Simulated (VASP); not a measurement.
# ZnS (P6_3mc) in VASP: notebook

The runs below take ZnS through single point, with r2SCAN.

All numbers are computed with VASP 6.6.1; they aren't measurements. Logs are shortened: lines on timing, memory, paths and dates and some standing lists are left out, and cuts for length are marked.

**1. The cell of the first run**

It takes space group P6_3mc (No. 186, hexagonal). The conventional cell has a = 3.808 Å, b = 3.808 Å, c = 12.466 Å, α = 90.00°, β = 90.00°, γ = 120.00°. Within 3.1 Å of Zn (site symmetry 3m) lie 4 S at 2.33 to 2.34 Å. Zn (site symmetry 3m) has 4 S at 2.33 Å within 3.1 Å. S (site symmetry 3m) has 4 Zn at 2.33 to 2.34 Å within 3.1 Å. Within 3.1 Å of S (site symmetry 3m) lie 4 Zn at 2.33 Å.

**2. Single point, r2SCAN**

Contents of POSCAR:

```
ZnS
1.0
    3.8076376105      0.0000000000      0.0000000000
   -1.9038188052      3.2975108991      0.0000000000
    0.0000000000      0.0000000000     12.4659011170
Zn S
4 4
Direct
    0.6666666667      0.3333333333      0.7500670996
    0.3333333333      0.6666666667      0.2500670996
    0.0000000000      0.0000000000      0.5001049786
    0.0000000000      0.0000000000      0.0001049786
    0.6666666667      0.3333333333      0.9375878845
    0.3333333333      0.6666666667      0.4375878845
    0.0000000000      0.0000000000      0.6872390373
    0.0000000000      0.0000000000      0.1872390373
```

Contents of INCAR.step1:

```
SYSTEM = ZnS
PREC = Accurate
ENCUT = 520
ISMEAR = -1
SIGMA = 0.02
LREAL = .FALSE.
LASPH = .TRUE.
NELM = 60
NBANDS = 46
GGA = PE
ALGO = Normal
EDIFF = 1E-4
LWAVE = .TRUE.
LCHARG = .FALSE.
```

Contents of INCAR.step2:

```
SYSTEM = ZnS
PREC = Accurate
ENCUT = 520
EDIFF = 1E-6
ISMEAR = -1
SIGMA = 0.02
LREAL = .FALSE.
LASPH = .TRUE.
NELM = 60
ALGO = Normal
ISIF = 2
LWAVE = .FALSE.
LCHARG = .FALSE.
METAGGA = R2SCAN
LMIXTAU = .TRUE.
NBANDS = 46
ISTART = 1
```

Contents of KPOINTS:

```
regular mesh
0
G
  12 12 2
  0 0 0
```

Potentials or basis: VASP PAW PBE potentials, release 64 (Zn, S).

Launch:

```sh
> cat potpaw_PBE.64/Zn/POTCAR potpaw_PBE.64/S/POTCAR > POTCAR
> cp INCAR.step1 INCAR
> mpirun -np 1 vasp_std > vasp.out
> cp INCAR.step2 INCAR
> mpirun -np 1 vasp_std > vasp.out
```

OUTCAR:

```text
SYSTEM = ZnS
   PREC = Accurate
   ENCUT = 520
   EDIFF = 1E-6
   ISMEAR = -1
   LREAL = .FALSE.
   LASPH = .TRUE.
   NELM = 60
   ISIF = 2
   METAGGA = R2SCAN
   ISTART = 1

 ion  position               nearest neighbor table
   1  0.667  0.333  0.750-   7 2.33   7 2.33   7 2.33   5 2.34
   2  0.333  0.667  0.250-   8 2.33   8 2.33   8 2.33   6 2.34
   3  0.000  0.000  0.500-   6 2.33   6 2.33   6 2.33   7 2.33
   4  0.000  0.000  0.000-   5 2.33   5 2.33   5 2.33   8 2.33
   5  0.667  0.333  0.938-   4 2.33   4 2.33   4 2.33   1 2.34
   6  0.333  0.667  0.438-   3 2.33   3 2.33   3 2.33   2 2.34
   7  0.000  0.000  0.687-   3 2.33   1 2.33   1 2.33   1 2.33
   8  0.000  0.000  0.187-   4 2.33   2 2.33   2 2.33   2 2.33

  LATTYP: Found a hexagonal cell.
 ALAT       =     3.8076376105
 C/A-ratio  =     3.2739200502

  Lattice vectors:

 A1 = (   3.8076376105,   0.0000000000,   0.0000000000)
 A2 = (  -1.9038188052,   3.2975108991,   0.0000000000)
 A3 = (   0.0000000000,   0.0000000000,  12.4659011170)

Analysis of symmetry for initial positions (statically):
=====================================================================
 Subroutine PRICEL returns:
 Original cell was already a primitive cell.

 Routine SETGRP: Setting up the symmetry group for a
 hexagonal supercell.

 Subroutine GETGRP returns: Found 12 space group operations
 (whereof  6 operations were pure point group operations)
 out of a pool of 24 trial point group operations.

The static configuration has the point symmetry C_3v.
 The point group associated with its full space group is C_6v.

Analysis of symmetry for dynamics (positions and initial velocities):
=====================================================================
 Subroutine PRICEL returns:
 Original cell was already a primitive cell.

 Routine SETGRP: Setting up the symmetry group for a
 hexagonal supercell.

 Subroutine GETGRP returns: Found 12 space group operations
 (whereof  6 operations were pure point group operations)
 out of a pool of 24 trial point group operations.

The dynamic configuration has the point symmetry C_3v.
 The point group associated with its full space group is C_6v.

 Subroutine INISYM returns: Found 12 space group operations
 (whereof  6 operations are pure point group operations),
 and found     1 'primitive' translations

----------------------------------------------------------------------------------------

                                     Primitive cell
[... 102 lines left out ...]
   NELM   =     60;   NELMIN=  2; NELMDL=  0     # of ELM steps
   EDIFF  = 0.1E-05   stopping-criterion for ELM
   LREAL  =      F    real-space projection
   EDIFFG = 0.1E-04   stopping-criterion for IOM
   NSW    =      0    number of steps for IOM
   IBRION =     -1    ionic relax: 0-MD 1-quasi-New 2-CG
   NFREE  =      0    steps in history (QN), initial steepest desc. (CG)
   ISIF   =      2    stress and relaxation
   ISYM   =      2    0-nonsym 1-usesym 2-fastsym
   POTIM  = 0.5000    time-step for ionic-motion
   TEBEG  =    0.0;   TEEND  =   0.0 temperature during run
   PSTRESS=    0.0 pullay stress
   NELECT =      72.0000    total number of electrons
   NUPDOWN=      -1.0000    fix difference up-down
   EMIN   =  10.00;   EMAX   =-10.00  energy-range for DOS
   EFERMI =   0.00;   METHOD = LEGACY
   ISMEAR =    -1;   SIGMA  =   0.02  broadening in eV -4-tet -1-fermi 0-gaus
   EFERMI_NEDOS =   21; number of points for ismear=-14 and -15
   IALGO  =     38    algorithm
   IMIX   =      4    mixing-type and parameters
     AMIX     =   0.40;   BMIX     =  1.00
     AMIX_MAG =   1.60;   BMIX_MAG =  1.00
  volume/ion in A,a.u.               =      19.56       132.03
  Fermi-wavevector in a.u.,A,eV,Ry     =   1.263758  2.388156 21.729641  1.597084
  Thomas-Fermi vector in A             =   2.397098
   LORBIT       =      0    0 simple, 1 ext, 2 COOP (PROOUT), +10 PAW based schemes
   METAGGA = R2SCAN    functional components
   LHFCALC =     F    Hartree Fock is set to
   AEXX    =    0.0000 exact exchange contribution
   IVDW    =     0    specifies the selected vdW correction
   LEPSILON=     F    determine dielectric tensor
   LRPA    =     F    only Hartree local field effects (RPA)
 non-spin polarized calculation
  energy-cutoff  :      520.00
  volume of cell :      156.52
 maximum number of plane-waves:      4239
   NGX = 15   NGY = 15   NGZ = 47

 number of electron      71.9999976 magnetization

 Free energy of the ion-electron system (eV)
  ---------------------------------------------------
  ext. energy  EPLUGINS =         0.00000000
  ---------------------------------------------------
  free energy    TOTEN  =       -75.45647084 eV

  energy without entropy =      -75.45647084  energy(sigma->0) =      -75.45647084

 E-fermi :   2.3398     XC(G=0): -10.3224

 val. band max:        1.9186587547   @ k =   0.0000   0.0000   0.0000
 cond. band min:       4.6725782948   @ k =   0.0000   0.0000   0.0000
 fundamental gap:      2.7539195400
 Fermi energy:         2.3397732979

 k-point     1 :       0.0000    0.0000    0.0000
  band No.  band energies     occupation
      1     -11.8298      2.00000
      2     -11.3963      2.00000
      3     -11.3856      2.00000
      4     -10.8681      2.00000
      5      -4.6172      2.00000
      6      -4.6103      2.00000
[... 1165 lines left out ...]
     45       9.9024      0.00000
     46       9.9024      0.00000

 [... further k-points ...]
[... 5 lines left out ...]
  --------------------------------------------------------------------------------------
  -------------------------------------------------------------------------------------
  Total        0.0440671      0.0440671      0.0624456      0.0000000      0.0000000     -0.0000000
  in kB        0.4510860      0.4510860      0.6392152      0.0000000      0.0000000     -0.0000000
  external PRESSURE =       0.5137957 kB  Pullay stress =       0.0000000 kB

 VOLUME and BASIS-vectors are now :
 -----------------------------------------------------------------------------
  energy-cutoff  :      520.00
  volume of cell :      156.52
      direct lattice vectors                 reciprocal lattice vectors
     3.807637611  0.000000000  0.000000000     0.262630035  0.151629522  0.000000000
    -1.903818805  3.297510899  0.000000000     0.000000000  0.303259043  0.000000000
     0.000000000  0.000000000 12.465901117     0.000000000  0.000000000  0.080218830

 POSITION                                       TOTAL-FORCE (eV/Angst)
 -----------------------------------------------------------------------------------
      1.90382      1.09917      9.35026         0.000000     -0.000000     -0.007191
     -0.00000      2.19834      3.11731        -0.000000     -0.000000     -0.007191
      0.00000      0.00000      6.23426        -0.000000      0.000000     -0.004142
      0.00000      0.00000      0.00131        -0.000000     -0.000000     -0.004142
      1.90382      1.09917     11.68788         0.000000     -0.000000      0.005533
     -0.00000      2.19834      5.45493        -0.000000     -0.000000      0.005533
      0.00000      0.00000      8.56705        -0.000000     -0.000000      0.005800
      0.00000      0.00000      2.33410        -0.000000      0.000000      0.005800
 -----------------------------------------------------------------------------------
    total drift:                               -0.000001     -0.000002     -0.062342

  FREE ENERGIE OF THE ION-ELECTRON SYSTEM (eV)
  ---------------------------------------------------
  free  energy   TOTEN  =       -75.4564708414 eV

  energy  without entropy=      -75.4564708414  energy(sigma->0) =      -75.45647084
```

OUTCAR.step1:

```text
SYSTEM = ZnS
   PREC = Accurate
   ENCUT = 520
   ISMEAR = -1
   LREAL = .FALSE.
   LASPH = .TRUE.
   NELM = 60
[... 1421 lines left out ...]
     -0.00000      2.19834      5.45493        -0.000000     -0.000000     -0.001291
      0.00000      0.00000      8.56705        -0.000000      0.000000     -0.002703
      0.00000      0.00000      2.33410        -0.000000      0.000000     -0.002703
 -----------------------------------------------------------------------------------
    total drift:                               -0.000001     -0.000003     -0.000252

  FREE ENERGIE OF THE ION-ELECTRON SYSTEM (eV)
  ---------------------------------------------------
  free  energy   TOTEN  =       -27.3603173050 eV

  energy  without entropy=      -27.3603173050  energy(sigma->0) =      -27.36031731
```

It took 7.4 min on 1 thread of Intel Xeon 6975P-C (Granite Rapids), shared host; peak memory 0.41 GiB.

Results:

```
Free energy            : -75.4565 eV
Pressure               : 0.1 GPa
Largest force          : 0.007 eV/Å
Band gap on the k mesh : 2.75 eV, direct
```

Forces in eV/Å, atoms in the order of the input:
```
Zn   0.000  0.000 -0.007
Zn   0.000  0.000 -0.007
Zn   0.000  0.000 -0.004
Zn   0.000  0.000 -0.004
S    0.000  0.000  0.006
S    0.000  0.000  0.006
S    0.000  0.000  0.006
S    0.000  0.000  0.006
```

Levels at points of the mesh, in eV from the valence-band top:
```tsv
k point	band 32	band 33	band 34	band 35	band 36	band 37	band 38	band 39	band 40	band 41
(0.00, 0.00, 0.00)	-0.48	-0.48	-0.04	0.00	0.00	2.75	3.72	3.95	4.21	6.84
(0.50, 0.00, 0.00)	-1.67	-1.66	-1.64	-1.15	-0.91	3.74	3.76	4.17	4.77	5.34
(0.00, 0.00, 0.50)	-0.79	-0.15	-0.15	-0.15	-0.15	3.57	3.57	3.86	3.86	6.78
(0.50, 0.00, 0.50)	-2.13	-1.55	-1.55	-1.14	-1.14	4.09	4.09	4.50	4.50	5.09
```

Caveat: the PAW data sets were made with another functional, which shifts forces and pressure a little. A k mesh can miss the band edges.

**3. Single point, r2SCAN**

POSCAR is that of step 2.

Contents of INCAR.step1:

```
PREC = Accurate ; ENCUT = 520
ISMEAR = 0 ; SIGMA = 0.01
LREAL = False ; LASPH = True
NELM = 100 ; NBANDS = 46
GGA = PE ; ALGO = Normal
EDIFF = 1E-4 ; LWAVE = True
LCHARG = False
```

Contents of INCAR.step2:

```
PREC = Accurate ; ENCUT = 520
EDIFF = 1E-6 ; ISMEAR = 0
SIGMA = 0.01 ; LREAL = False
LASPH = True ; NELM = 100
ALGO = Normal ; ISIF = 2
LWAVE = False ; LCHARG = False
METAGGA = R2SCAN ; LMIXTAU = True
NBANDS = 46 ; ISTART = 1
```

Contents of KPOINTS:

```
regular mesh
0
Gamma
  12 12 2
```

Potentials or basis: VASP PAW PBE potentials, release 64 (Zn, S).

Launch:

```sh
> cat potpaw_PBE.64/Zn/POTCAR potpaw_PBE.64/S/POTCAR > POTCAR
> cp INCAR.step1 INCAR
> mpirun -np 1 vasp_std > vasp.out
> cp INCAR.step2 INCAR
> mpirun -np 1 vasp_std > vasp.out
```

It took 7.6 min on 1 thread of Intel Xeon 6975P-C (Granite Rapids), shared host; peak memory 0.41 GiB.

It converged, with:

```
Free energy            : -75.4565 eV
Pressure               : 0.1 GPa
Largest force          : 0.007 eV/Å
Band gap on the k mesh : 2.75 eV, direct
```

Forces on the atoms (eV/Å):
```
Zn   0.000  0.000 -0.007
Zn   0.000  0.000 -0.007
Zn   0.000  0.000 -0.004
Zn   0.000  0.000 -0.004
S    0.000  0.000  0.006
S    0.000  0.000  0.006
S    0.000  0.000  0.006
S    0.000  0.000  0.006
```

Levels at points of the mesh, in eV from the valence-band top:
```
           k point  band 34  band 35  band 36  band 37  band 38  band 39
(0.00, 0.00, 0.00)    -0.04     0.00     0.00     2.75     3.72     3.95
(0.50, 0.00, 0.00)    -1.64    -1.15    -0.91     3.74     3.76     4.17
(0.00, 0.00, 0.50)    -0.15    -0.15    -0.15     3.57     3.57     3.86
(0.50, 0.00, 0.50)    -1.55    -1.14    -1.14     4.09     4.09     4.50
```

Caveat: the PAW data sets were made with another functional, which shifts forces and pressure a little. A k mesh can miss the band edges.
